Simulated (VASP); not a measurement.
# Cr (P6_3/mmc) in VASP: a series of runs

The runs below take Cr through single point, with PBEsol.

All numbers are computed with VASP 6.6.1; they aren't measurements. Logs are shortened: lines on timing, memory, paths and dates and some standing lists are left out, and cuts for length are marked.

### Step 1. The cell of the first run

Symmetry: P6_3/mmc, No. 194, hexagonal system. Conventional cell: a = 2.714 Å, b = 2.714 Å, c = 4.410 Å, α = 90.00°, β = 90.00°, γ = 120.00°. Cr (site symmetry -6m2) has 12 Cr at 2.71 Å within 3.6 Å.

This isn't the form of Cr at room conditions, which is bcc.

### Step 2. Single point, PBEsol, collinear spin, ferromagnetic start

INCAR reads:

```
SYSTEM = Cr
PREC = Accurate ; ENCUT = 520
EDIFF = 1E-6 ; ISMEAR = 0
SIGMA = 0.1 ; LREAL = .False.
LASPH = .True. ; NELM = 150
ALGO = Normal ; ISIF = 2
LWAVE = .False. ; LCHARG = .True.
ISPIN = 2 ; MAGMOM = 3 3
LORBIT = 11 ; LMAXMIX = 4
GGA = PS ; LELF = .True.
LVHAR = .True. ; NBANDS = 23
```

KPOINTS reads:

```
regular mesh
0
Gamma
  6 6 4
  0 0 0
```

POSCAR reads:

```
Cr
1.0
    2.7140000000      0.0000000000      0.0000000000
   -1.3570000000      2.3503929459      0.0000000000
    0.0000000000      0.0000000000      4.4100000000
Cr
2
Direct
    0.3333333333      0.6666666667      0.2500000000
    0.6666666667      0.3333333333      0.7500000000
```

Potentials or basis: VASP PAW PBE potentials, release 64 (Cr_pv).

On the command line:

```
$ cat potpaw_PBE.64/Cr_pv/POTCAR > POTCAR
$ mpirun -np 1 vasp_std > vasp.out
```

OUTCAR:

```text
SYSTEM = Cr
   PREC = Accurate
   ENCUT = 520
   EDIFF = 1E-6
   ISMEAR = 0
   LREAL = .False.
   LASPH = .True.
   NELM = 150
   ISIF = 2
   ISPIN = 2
   LORBIT = 11
   GGA = PS

 ion  position               nearest neighbor table
   1  0.333  0.667  0.250-   2 2.71   2 2.71   2 2.71   2 2.71   2 2.71   2 2.71
   2  0.667  0.333  0.750-   1 2.71   1 2.71   1 2.71   1 2.71   1 2.71   1 2.71

  LATTYP: Found a hexagonal cell.
 ALAT       =     2.7140000000
 C/A-ratio  =     1.6249078850

  Lattice vectors:

 A1 = (   2.7140000000,   0.0000000000,   0.0000000000)
 A2 = (  -1.3570000000,   2.3503929459,   0.0000000000)
 A3 = (   0.0000000000,   0.0000000000,   4.4100000000)

Analysis of symmetry for initial positions (statically):
=====================================================================
 Subroutine PRICEL returns:
 Original cell was already a primitive cell.

 Routine SETGRP: Setting up the symmetry group for a
 hexagonal supercell.

 Subroutine GETGRP returns: Found 24 space group operations
 (whereof 12 operations were pure point group operations)
 out of a pool of 24 trial point group operations.

The static configuration has the point symmetry D_3d.
 The point group associated with its full space group is D_6h.

Analysis of symmetry for dynamics (positions and initial velocities):
=====================================================================
 Subroutine PRICEL returns:
 Original cell was already a primitive cell.

 Routine SETGRP: Setting up the symmetry group for a
 hexagonal supercell.

 Subroutine GETGRP returns: Found 24 space group operations
 (whereof 12 operations were pure point group operations)
 out of a pool of 24 trial point group operations.

The dynamic configuration has the point symmetry D_3d.
 The point group associated with its full space group is D_6h.

Analysis of structural, dynamic, and magnetic symmetry:
=====================================================================
 Subroutine PRICEL returns:
 Original cell was already a primitive cell.

 Routine SETGRP: Setting up the symmetry group for a
 hexagonal supercell.

 Subroutine GETGRP returns: Found 24 space group operations
 (whereof 12 operations were pure point group operations)
 out of a pool of 24 trial point group operations.

The overall configuration has the point symmetry D_3d.
 The point group associated with its full space group is D_6h.

 Subroutine INISYM returns: Found 24 space group operations
 (whereof 12 operations are pure point group operations),
 and found     1 'primitive' translations

----------------------------------------------------------------------------------------

                                     Primitive cell

  volume of cell :      28.1312

  direct lattice vectors                    reciprocal lattice vectors
     2.714000000  0.000000000  0.000000000     0.368459838  0.212730387  0.000000000
    -1.357000000  2.350392946  0.000000000     0.000000000  0.425460773  0.000000000
     0.000000000  0.000000000  4.410000000     0.000000000  0.000000000  0.226757370

  length of vectors
     2.714000000  2.714000000  4.410000000     0.425460773  0.425460773  0.226757370

  position of ions in fractional coordinates (direct lattice)
     0.333333333  0.666666667  0.250000000
     0.666666667  0.333333333  0.750000000

  ion indices of the primitive-cell ions
   primitive index   ion index
                 1           1
                 2           2

----------------------------------------------------------------------------------------

 KPOINTS: regular mesh

Automatic generation of k-mesh.
 Grid dimensions read from file:
 generate k-points for:    6    6    4

 Generating k-lattice:

  Cartesian coordinates                     Fractional coordinates (reciprocal lattice)
     0.061409973  0.035455064  0.000000000     0.166666667  0.000000000  0.000000000
     0.000000000  0.070910129  0.000000000     0.000000000  0.166666667  0.000000000
     0.000000000  0.000000000  0.056689342     0.000000000  0.000000000  0.250000000

  Length of vectors
     0.070910129  0.070910129  0.056689342

  Shift w.r.t. Gamma in fractional coordinates (k-lattice)
     0.000000000  0.000000000  0.000000000

 Subroutine IBZKPT returns following result:
 ===========================================

 Found     21 irreducible k-points:

 Following reciprocal coordinates:
            Coordinates               Weight
  0.000000  0.000000  0.000000      1.000000
  0.166667 -0.000000  0.000000      6.000000
  0.333333 -0.000000  0.000000      6.000000
  0.500000 -0.000000  0.000000      3.000000
  0.166667  0.166667  0.000000      6.000000
  0.333333  0.166667  0.000000     12.000000
[... 13 lines left out ...]
  0.333333  0.166667  0.500000     12.000000
  0.333333  0.333333  0.500000      2.000000
   k-points           NKPTS =     21   k-points in BZ     NKDIM =     21   number of bands    NBANDS=     23
   number of dos      NEDOS =    301   number of ions     NIONS =      2
   total plane-waves  NPLWV =  14400
   dimension x,y,z NGX =    20 NGY =   20 NGZ =   36
   dimension x,y,z NGXF=    40 NGYF=   40 NGZF=   72
   ions per type =               2
   NGX,Y,Z   is equivalent  to a cutoff of  12.25, 12.25, 13.57 a.u.
   NGXF,Y,Z  is equivalent  to a cutoff of  24.50, 24.50, 27.14 a.u.
 SYSTEM =  Cr
   PREC   = accura    normal or accurate (medium, high low for compatibility)
   ISTART =      0    job   : 0-new  1-cont  2-samecut
   ICHARG =      2    charge: 1-file 2-atom 10-const
   ISPIN  =      2    spin polarized calculation?
   LNONCOLLINEAR =      F non collinear calculations
   LSORBIT =      F    spin-orbit coupling
   LASPH  =      T    aspherical Exc in radial PAW
   ENCUT  =  520.0 eV  38.22 Ry    6.18 a.u.   5.05  5.05  8.20*2*pi/ulx,y,z
   NELM   =    150;   NELMIN=  2; NELMDL= -5     # of ELM steps
   EDIFF  = 0.1E-05   stopping-criterion for ELM
   LREAL  =      F    real-space projection
   EDIFFG = 0.1E-04   stopping-criterion for IOM
   NSW    =      0    number of steps for IOM
   IBRION =     -1    ionic relax: 0-MD 1-quasi-New 2-CG
   NFREE  =      0    steps in history (QN), initial steepest desc. (CG)
   ISIF   =      2    stress and relaxation
   ISYM   =      2    0-nonsym 1-usesym 2-fastsym
   POTIM  = 0.5000    time-step for ionic-motion
   TEBEG  =    0.0;   TEEND  =   0.0 temperature during run
   PSTRESS=    0.0 pullay stress
   NELECT =      24.0000    total number of electrons
   NUPDOWN=      -1.0000    fix difference up-down
   EMIN   =  10.00;   EMAX   =-10.00  energy-range for DOS
   EFERMI =   0.00;   METHOD = LEGACY
   ISMEAR =     0;   SIGMA  =   0.10  broadening in eV -4-tet -1-fermi 0-gaus
   EFERMI_NEDOS =   21; number of points for ismear=-14 and -15
   IALGO  =     38    algorithm
   IMIX   =      4    mixing-type and parameters
     AMIX     =   0.40;   BMIX     =  1.00
     AMIX_MAG =   1.60;   BMIX_MAG =  1.00
  volume/ion in A,a.u.               =      14.07        94.92
  Fermi-wavevector in a.u.,A,eV,Ry     =   1.552681  2.934142 32.801180  2.410819
  Thomas-Fermi vector in A             =   2.657021
   LORBIT       =     11    0 simple, 1 ext, 2 COOP (PROOUT), +10 PAW based schemes
   GGA     = PS    functional components
   LHFCALC =     F    Hartree Fock is set to
   AEXX    =    0.0000 exact exchange contribution
   IVDW    =     0    specifies the selected vdW correction
   LEPSILON=     F    determine dielectric tensor
   LRPA    =     F    only Hartree local field effects (RPA)
 spin polarized calculation
 Gauss-broadening in eV      SIGMA  =   0.10
  energy-cutoff  :      520.00
  volume of cell :       28.13
 maximum number of plane-waves:       772
   NGX = 11   NGY = 11   NGZ = 17

 number of electron      24.0000005 magnetization       1.9391205

 Free energy of the ion-electron system (eV)
  ---------------------------------------------------
  ext. energy  EPLUGINS =         0.00000000
  ---------------------------------------------------
  free energy    TOTEN  =       -18.90164809 eV

  energy without entropy =      -18.88313271  energy(sigma->0) =      -18.89239040

 E-fermi :   8.1373     XC(G=0): -12.6913

 val. band max:        8.1194928551   @ k =   0.5000  -0.0000   0.0000
 cond. band min:       8.1384828380   @ k =   0.1667   0.1667   0.0000
 fundamental gap:      0.0189899829
 Fermi energy:         8.1373288120

 spin component 1

 k-point     1 :       0.0000    0.0000    0.0000
  band No.  band energies     occupation
      1     -35.2012      1.00000
      2     -34.8612      1.00000
      3     -34.8612      1.00000
      4     -34.7944      1.00000
      5     -34.7944      1.00000
      6     -34.7114      1.00000
[... 15 lines left out ...]
     22      26.0043      0.00000
     23      28.6106      0.00000
[... 496 lines left out ...]
  band No.  band energies     occupation
      1     -35.1561      1.00000
      2     -35.1561      1.00000
      3     -35.0793      1.00000
      4     -35.0793      1.00000
      5     -34.8224      1.00000
      6     -34.8224      1.00000
[... 15 lines left out ...]
     22      15.8660      0.00000
     23      17.6665      0.00000
 Fermi energy:         8.1373288120

 spin component 2

 k-point     1 :       0.0000    0.0000    0.0000
  band No.  band energies     occupation
      1     -34.3859      1.00000
      2     -33.9413      1.00000
      3     -33.9413      1.00000
      4     -33.8852      1.00000
      5     -33.8733      1.00000
      6     -33.8733      1.00000
[... 15 lines left out ...]
     22      26.2266      0.00000
     23      28.8868      0.00000
[... 497 lines left out ...]
      1     -34.2716      1.00000
      2     -34.2716      1.00000
      3     -34.1642      1.00000
      4     -34.1642      1.00000
      5     -33.9707      1.00000
      6     -33.9707      1.00000
[... 15 lines left out ...]
     22      16.4754      0.00000
     23      18.2617      0.00000

------------------------ aborting loop because EDIFF is reached ----------------------------------------

  FORCE on cell =-STRESS in cart. coord.  units (eV):
  Direction    XX          YY          ZZ          XY          YZ          ZX
  --------------------------------------------------------------------------------------
  -------------------------------------------------------------------------------------
  Total       -5.7500976     -5.7500976     -5.0528878     -0.0000000      0.0000000      0.0000000
  in kB     -327.4891296   -327.4891296   -287.7804798     -0.0000000      0.0000000      0.0000000
  external PRESSURE =    -314.2529130 kB  Pullay stress =       0.0000000 kB

 VOLUME and BASIS-vectors are now :
 -----------------------------------------------------------------------------
  energy-cutoff  :      520.00
  volume of cell :       28.13
      direct lattice vectors                 reciprocal lattice vectors
     2.714000000  0.000000000  0.000000000     0.368459838  0.212730387  0.000000000
    -1.357000000  2.350392946  0.000000000     0.000000000  0.425460773  0.000000000
     0.000000000  0.000000000  4.410000000     0.000000000  0.000000000  0.226757370

 POSITION                                       TOTAL-FORCE (eV/Angst)
 -----------------------------------------------------------------------------------
     -0.00000      1.56693      1.10250        -0.000000      0.000000      0.000000
      1.35700      0.78346      3.30750         0.000000      0.000000      0.000000
 -----------------------------------------------------------------------------------
    total drift:                               -0.000000      0.000000     -0.000000

  FREE ENERGIE OF THE ION-ELECTRON SYSTEM (eV)
  ---------------------------------------------------
  free  energy   TOTEN  =       -18.9016480865 eV

  energy  without entropy=      -18.8831327059  energy(sigma->0) =      -18.89239040

 total charge

# of ion       s       p       d       tot
------------------------------------------
    1        0.376   6.284   4.051  10.711
    2        0.376   6.284   4.051  10.711
--------------------------------------------------
tot          0.752  12.568   8.102  21.422

 magnetization (x)

# of ion       s       p       d       tot
------------------------------------------
    1        0.002   0.026   0.867   0.896
    2        0.002   0.026   0.867   0.896
--------------------------------------------------
tot          0.004   0.053   1.734   1.791
```

Run time: 28 s. Hardware: 1 thread of Intel Xeon 8259CL, shared host; peak memory 0.16 GiB.

What came out:

* Free energy: -18.9016 eV
* Pressure: -31.4 GPa
* Net moment: 1.94 μB per cell
* Site moments: Cr +0.90 μB
* Valence electrons inside the program's atomic spheres: Cr 10.71

Levels at points of the mesh, in eV from the Fermi level:
Spin up:
| k point | band 9 | band 10 | band 11 | band 12 | band 13 | band 14 | band 15 | band 16 | band 17 | band 18 |
| --- | --- | --- | --- | --- | --- | --- | --- | --- | --- | --- |
| (0.00, 0.00, 0.00) | -0.70 | -0.70 | -0.65 | -0.34 | -0.34 | 0.11 | 0.11 | 0.38 | 1.35 | 1.35 |
| (0.50, 0.00, 0.00) | -2.88 | -1.18 | -0.84 | -0.73 | -0.27 | 1.51 | 1.62 | 1.68 | 2.92 | 4.48 |
| (0.00, 0.00, 0.50) | -1.14 | -1.14 | -0.76 | -0.76 | -0.76 | -0.76 | 1.01 | 1.01 | 1.01 | 1.01 |
| (0.50, 0.00, 0.50) | -2.04 | -2.04 | 0.22 | 0.22 | 0.69 | 0.69 | 1.62 | 1.62 | 2.50 | 2.50 |
Spin down:
| k point | band 8 | band 9 | band 10 | band 11 | band 12 | band 13 | band 14 | band 15 |
| --- | --- | --- | --- | --- | --- | --- | --- | --- |
| (0.00, 0.00, 0.00) | -3.06 | 0.03 | 0.12 | 0.12 | 0.51 | 0.51 | 0.70 | 0.98 |
| (0.50, 0.00, 0.00) | -2.52 | -2.22 | -0.73 | -0.02 | 0.03 | 0.44 | 2.41 | 2.54 |
| (0.00, 0.00, 0.50) | -4.83 | -0.54 | -0.54 | 0.06 | 0.06 | 0.06 | 0.06 | 1.90 |
| (0.50, 0.00, 0.50) | -2.86 | -1.35 | -1.35 | 1.07 | 1.07 | 1.22 | 1.22 | 2.52 |

Caveat: the k points lie up to 0.45 Å⁻¹ apart; an empty level that is flat over the whole mesh can mark a ghost state of the potentials, or a narrow d or f band; the PAW data sets were made with another functional, which shifts forces and pressure a little.

### Step 3. Single point, PBEsol (10.10 Å³/atom)

This run uses another cell than the first one, of 10.10 Å³/atom.

INCAR reads:

```
ALGO = Normal
EDIFF = 1E-6
ENCUT = 520
GGA = PS
ISIF = 2
ISMEAR = 0
LASPH = True
LCHARG = True
LELF = True
LREAL = False
LVHAR = True
LWAVE = False
NBANDS = 19
NELM = 60
PREC = Accurate
SIGMA = 0.1
```

KPOINTS reads:

```
k-points
0
Gamma
  18 18 10
```

POSCAR reads:

```
Cr
1.0
    2.3608315279      0.0000000000      0.0000000000
   -1.1804157640      2.0445400772      0.0000000000
    0.0000000000      0.0000000000      4.1870236302
Cr
2
Direct
    0.3333333333      0.6666666667      0.2500000000
    0.6666666667      0.3333333333      0.7500000000
```

Potentials or basis: VASP PAW PBE potentials, release 64 (Cr_pv).

On the command line:

```
$ cat potpaw_PBE.64/Cr_pv/POTCAR > POTCAR
$ mpirun -np 1 vasp_std > vasp.out
```

Run time: 82 s. Hardware: 1 thread of Intel Xeon 8259CL, shared host; peak memory 0.18 GiB.

It converged, with:

* Free energy: -19.3324 eV
* Pressure: 42.3 GPa
* Band gap on the k mesh: zero (bands 12 and 13 overlap by 1.60 eV)

Levels at points of the mesh, in eV from the Fermi level:
| k point | band 8 | band 9 | band 10 | band 11 | band 12 | band 13 | band 14 | band 15 | band 16 | band 17 |
| --- | --- | --- | --- | --- | --- | --- | --- | --- | --- | --- |
| (0.00, 0.00, 0.00) | -4.69 | -1.46 | -0.51 | -0.51 | -0.07 | -0.07 | 0.13 | 1.24 | 1.24 | 2.71 |
| (0.50, 0.00, 0.00) | -4.28 | -4.06 | -1.14 | -0.51 | -0.32 | -0.28 | 2.89 | 3.48 | 3.65 | 5.13 |
| (0.00, 0.00, 0.50) | -5.91 | -1.91 | -1.91 | -0.49 | -0.49 | -0.49 | -0.49 | 2.21 | 2.21 | 2.21 |
| (0.50, 0.00, 0.50) | -4.78 | -3.09 | -3.09 | 1.09 | 1.09 | 1.69 | 1.69 | 3.57 | 3.57 | 4.34 |

Caveat: the cell stands under pressure; the PAW data sets were made with another functional, which shifts forces and pressure a little; the run has no spin polarisation, though such a crystal can be magnetic.
